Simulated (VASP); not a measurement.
# Ga (C2/c) in VASP: a series of runs, part 2 of 2

VASP 6.6.1.

### Step 3. Electric field gradients, PBEsol (volume scaled by 0.98)

INCAR

```
PREC = Accurate ; ENCUT = 520
EDIFF = 1E-8 ; ISMEAR = -1
SIGMA = 0.03 ; LREAL = F
LASPH = T ; NELM = 100
ALGO = Normal ; ISIF = 2
LWAVE = F ; LCHARG = F
GGA = PS ; LEFG = T
NBANDS = 20
```

KPOINTS

```
Automatic mesh
0
Gamma
  14 14 11
```

POSCAR

```
Ga
1.0
    1.3737178411     -3.9994756958      0.0000000000
    1.3737178411      3.9994756958      0.0000000000
   -0.1166617212      0.0000000000      3.3075808031
Ga
2
Direct
    0.8690000000      0.1310000000      0.2500000000
    0.1310000000      0.8690000000      0.7500000000
```

Potentials or basis: VASP PAW PBE potentials, release 64 (Ga_d).

Run with:

```console
> cat potpaw_PBE.64/Ga_d/POTCAR > POTCAR
> mpirun -np 1 vasp_std > vasp.out
```

OUTCAR:

```text
PREC = Accurate
   ENCUT = 520
   EDIFF = 1E-8
   ISMEAR = -1
   LREAL = F
   LASPH = T
   NELM = 100
   ISIF = 2
   GGA = PS

 ion  position               nearest neighbor table
   1  0.869  0.131  0.250-   2 2.67   2 2.67   2 2.84   2 2.84   2 2.90   2 2.90
   2  0.131  0.869  0.750-   1 2.67   1 2.67   1 2.84   1 2.84   1 2.90   1 2.90

  LATTYP: Found a base centered monoclinic cell.
 ALAT       =     2.7474356822
 B/A-ratio  =     2.9114244397
 C/A-ratio  =     1.2046278548
 COS(beta)  =    -0.0352490928

  Lattice vectors:

 A1 = (   1.3737178411,  -3.9994756958,   0.0000000000)
 A2 = (   1.3737178411,   3.9994756958,   0.0000000000)
 A3 = (  -0.1166617212,   0.0000000000,   3.3075808031)

Analysis of symmetry for initial positions (statically):
=====================================================================
 Subroutine PRICEL returns:
 Original cell was already a primitive cell.

 Routine SETGRP: Setting up the symmetry group for a
 base centered monoclinic supercell.

 Subroutine GETGRP returns: Found  4 space group operations
 (whereof  2 operations were pure point group operations)
 out of a pool of  4 trial point group operations.

The static configuration has the point symmetry S_2 .
 The point group associated with its full space group is C_2h.

Analysis of symmetry for dynamics (positions and initial velocities):
=====================================================================
 Subroutine PRICEL returns:
 Original cell was already a primitive cell.

 Routine SETGRP: Setting up the symmetry group for a
 base centered monoclinic supercell.

 Subroutine GETGRP returns: Found  4 space group operations
 (whereof  2 operations were pure point group operations)
 out of a pool of  4 trial point group operations.

The dynamic configuration has the point symmetry S_2 .
 The point group associated with its full space group is C_2h.

 Subroutine INISYM returns: Found  4 space group operations
 (whereof  2 operations are pure point group operations),
 and found     1 'primitive' translations

----------------------------------------------------------------------------------------

                                     Primitive cell

  volume of cell :      36.3447

  direct lattice vectors                    reciprocal lattice vectors
     1.373717841 -3.999475696  0.000000000     0.363975763 -0.125016387  0.012837793
     1.373717841  3.999475696  0.000000000     0.363975763  0.125016387  0.012837793
    -0.116661721  0.000000000  3.307580803     0.000000000  0.000000000  0.302335773

  length of vectors
     4.228818576  4.228818576  3.309637552     0.385061375  0.385061375  0.302335773

  position of ions in fractional coordinates (direct lattice)
     0.869000000  0.131000000  0.250000000
     0.131000000  0.869000000  0.750000000

  ion indices of the primitive-cell ions
   primitive index   ion index
                 1           1
[... 69 lines left out ...]
   LSORBIT =      F    spin-orbit coupling
   LASPH  =      T    aspherical Exc in radial PAW
   ENCUT  =  520.0 eV  38.22 Ry    6.18 a.u.   7.86  7.86  6.15*2*pi/ulx,y,z
   NELM   =    100;   NELMIN=  2; NELMDL= -5     # of ELM steps
   EDIFF  = 0.1E-07   stopping-criterion for ELM
   LREAL  =      F    real-space projection
   EDIFFG = 0.1E-06   stopping-criterion for IOM
   NSW    =      0    number of steps for IOM
   IBRION =     -1    ionic relax: 0-MD 1-quasi-New 2-CG
   NFREE  =      0    steps in history (QN), initial steepest desc. (CG)
   ISIF   =      2    stress and relaxation
   ISYM   =      2    0-nonsym 1-usesym 2-fastsym
   POTIM  = 0.5000    time-step for ionic-motion
   TEBEG  =    0.0;   TEEND  =   0.0 temperature during run
   PSTRESS=    0.0 pullay stress
   NELECT =      26.0000    total number of electrons
   NUPDOWN=      -1.0000    fix difference up-down
   EMIN   =  10.00;   EMAX   =-10.00  energy-range for DOS
   EFERMI =   0.00;   METHOD = LEGACY
   ISMEAR =    -1;   SIGMA  =   0.03  broadening in eV -4-tet -1-fermi 0-gaus
   EFERMI_NEDOS =   21; number of points for ismear=-14 and -15
   IALGO  =     38    algorithm
   IMIX   =      4    mixing-type and parameters
     AMIX     =   0.40;   BMIX     =  1.00
     AMIX_MAG =   1.60;   BMIX_MAG =  1.00
  volume/ion in A,a.u.               =      18.17       122.63
  Fermi-wavevector in a.u.,A,eV,Ry     =   1.464150  2.766842 29.167291  2.143735
  Thomas-Fermi vector in A             =   2.580160
   LORBIT       =      0    0 simple, 1 ext, 2 COOP (PROOUT), +10 PAW based schemes
   GGA     = PS    functional components
   LHFCALC =     F    Hartree Fock is set to
   AEXX    =    0.0000 exact exchange contribution
   IVDW    =     0    specifies the selected vdW correction
   LEPSILON=     F    determine dielectric tensor
   LRPA    =     F    only Hartree local field effects (RPA)
 non-spin polarized calculation
  energy-cutoff  :      520.00
  volume of cell :       36.34
 maximum number of plane-waves:       994
   NGX = 15   NGY = 15   NGZ = 13

 number of electron      26.0000000 magnetization

 Free energy of the ion-electron system (eV)
  ---------------------------------------------------
  ext. energy  EPLUGINS =         0.00000000
  ---------------------------------------------------
  free energy    TOTEN  =        -6.67918037 eV

  energy without entropy =       -6.67744659  energy(sigma->0) =       -6.67831348

 E-fermi :   5.6894     XC(G=0): -11.2994

 val. band max:        5.6883737366   @ k =   0.5000   0.0714   0.3636
 cond. band min:       5.6947640176   @ k =  -0.1429   0.4286   0.1818
 fundamental gap:      0.0063902810
 Fermi energy:         5.6893991612

 k-point     1 :       0.0000    0.0000    0.0000
  band No.  band energies     occupation
      1      -9.4381      2.00000
      2      -9.4298      2.00000
      3      -9.3902      2.00000
      4      -9.3688      2.00000
      5      -9.0749      2.00000
      6      -9.0740      2.00000
[... 541 lines left out ...]
     19      17.2505      0.00000
     20      18.2289      0.00000

 [... further k-points ...]
[... 5 lines left out ...]
  --------------------------------------------------------------------------------------
  -------------------------------------------------------------------------------------
  Total       -0.1622176     -0.1307237     -0.1735953      0.0000000      0.0000000     -0.0270593
  in kB       -7.1510122     -5.7626693     -7.6525724      0.0000000      0.0000000     -1.1928493
  external PRESSURE =      -6.8554179 kB  Pullay stress =       0.0000000 kB

 VOLUME and BASIS-vectors are now :
 -----------------------------------------------------------------------------
  energy-cutoff  :      520.00
  volume of cell :       36.34
      direct lattice vectors                 reciprocal lattice vectors
     1.373717841 -3.999475696  0.000000000     0.363975763 -0.125016387  0.012837793
     1.373717841  3.999475696  0.000000000     0.363975763  0.125016387  0.012837793
    -0.116661721  0.000000000  3.307580803     0.000000000  0.000000000  0.302335773

 POSITION                                       TOTAL-FORCE (eV/Angst)
 -----------------------------------------------------------------------------------
      1.34455     -2.95161      0.82690         0.000000      0.191687      0.000000
      1.28622      2.95161      2.48069        -0.000000     -0.191687     -0.000000
 -----------------------------------------------------------------------------------
    total drift:                                0.000000      0.000000     -0.000000

  FREE ENERGIE OF THE ION-ELECTRON SYSTEM (eV)
  ---------------------------------------------------
  free  energy   TOTEN  =        -6.6791803720 eV

  energy  without entropy=       -6.6774465865  energy(sigma->0) =       -6.67831348

 Electric field gradients (V/A^2)
---------------------------------------------------------------------
 ion       V_xx      V_yy      V_zz      V_xy      V_xz      V_yz
---------------------------------------------------------------------
   1      -6.782   -18.398    25.180     0.000    -2.425    -0.000
   2      -6.782   -18.398    25.180     0.000    -2.425    -0.000
---------------------------------------------------------------------

 Electric field gradients after diagonalization (V/A^2)
 (convention: |V_zz| > |V_xx| > |V_yy|)
----------------------------------------------------------------------
 ion       V_xx      V_yy      V_zz     asymmetry (V_yy - V_xx)/ V_zz
----------------------------------------------------------------------
   1     -18.398    -6.965    25.363       0.451
   2     -18.398    -6.965    25.363       0.451
----------------------------------------------------------------------

           NMR quadrupolar parameters

 Cq : quadrupolar parameter    Cq=e*Q*V_zz/h
 eta: asymmetry parameters     (V_yy - V_xx)/ V_zz
 Q  : nuclear electric quadrupole moment in mb (millibarn)
----------------------------------------------------------------------
 ion       Cq(MHz)       eta       Q (mb)
----------------------------------------------------------------------
   1       0.061       0.451       1.000
   2       0.061       0.451       1.000
----------------------------------------------------------------------
```

OSZICAR:

```text
N       E                     dE             d eps       ncg     rms          rms(c)
DAV:   1     0.130914972638E+03    0.13091E+03   -0.13170E+04 24612   0.248E+03
DAV:   2     0.467783838655E+01   -0.12624E+03   -0.12303E+03 23956   0.386E+02
DAV:   3    -0.660220334205E+01   -0.11280E+02   -0.11225E+02 26064   0.944E+01
DAV:   4    -0.676948657623E+01   -0.16728E+00   -0.16717E+00 26924   0.127E+01
DAV:   5    -0.677223953037E+01   -0.27530E-02   -0.27528E-02 26344   0.160E+00    0.159E+00
DAV:   6    -0.669507198794E+01    0.77168E-01   -0.14869E-01 30988   0.658E+00    0.759E-01
DAV:   7    -0.668108193454E+01    0.13990E-01   -0.22769E-02 33672   0.212E+00    0.229E-01
DAV:   8    -0.667916805822E+01    0.19139E-02   -0.25590E-03 25900   0.715E-01    0.158E-02
DAV:   9    -0.667917949753E+01   -0.11439E-04   -0.10295E-04 26916   0.103E-01    0.773E-03
DAV:  10    -0.667918016420E+01   -0.66666E-06   -0.54737E-06 25692   0.263E-02    0.269E-03
DAV:  11    -0.667918037761E+01   -0.21341E-06   -0.51701E-07 27924   0.830E-03    0.561E-04
DAV:  12    -0.667918037201E+01    0.56016E-08   -0.94369E-08 27460   0.460E-03
   1 F= -.66791804E+01 E0= -.66783135E+01  d E =-.173379E-02
```

stdout:

```text
POSCAR found type information on POSCAR Ga
 POSCAR found :  1 types and       2 ions
 scaLAPACK will be used
 -----------------------------------------------------------------------------
|                                                                             |
|                                                                             |
|     You enforced a specific xc type in the INCAR file but a different       |
|     I HOPE YOU KNOW WHAT YOU ARE DOING!                                     |
|                                                                             |
 -----------------------------------------------------------------------------

 LDA part: xc-table for (Slater+PW92), standard interpolation
 POSCAR, INCAR and KPOINTS ok, starting setup
 FFT: planning ... GRIDC
 FFT: planning ... GRID_SOFT
 FFT: planning ... GRID
 WAVECAR not read
 entering main loop
ion   1

ion   2
```

It took 4.6 min on 1 thread of Intel Xeon Platinum 8259CL at 2.50GHz (Skylake/Cascade Lake), shared host; peak memory 0.44 GiB.

What came out:

```
Free energy            : -6.6792 eV
Pressure               : -0.7 GPa
Largest force          : 0.192 eV/Å
Band gap on the k mesh : zero (band 13 reaches 9.73 eV, above the bottom of band 14 at 1.61 eV)
```

Forces on the atoms (eV/Å):
```
Ga   0.000  0.192  0.000
Ga   0.000 -0.192  0.000
```

Electric field gradients, principal values (V/Å²):
| atom | least | middle | greatest (by size) |
| --- | --- | --- | --- |
| 1 Ga | -6.965 | -18.398 | 25.363 |
| 2 Ga | -6.965 | -18.398 | 25.363 |

Caveat: without QUAD_EFG the Cq values of the log hold for a quadrupole moment of 1 mb, not for the nuclei; the PAW data sets were made with another functional, which shifts forces and pressure a little.
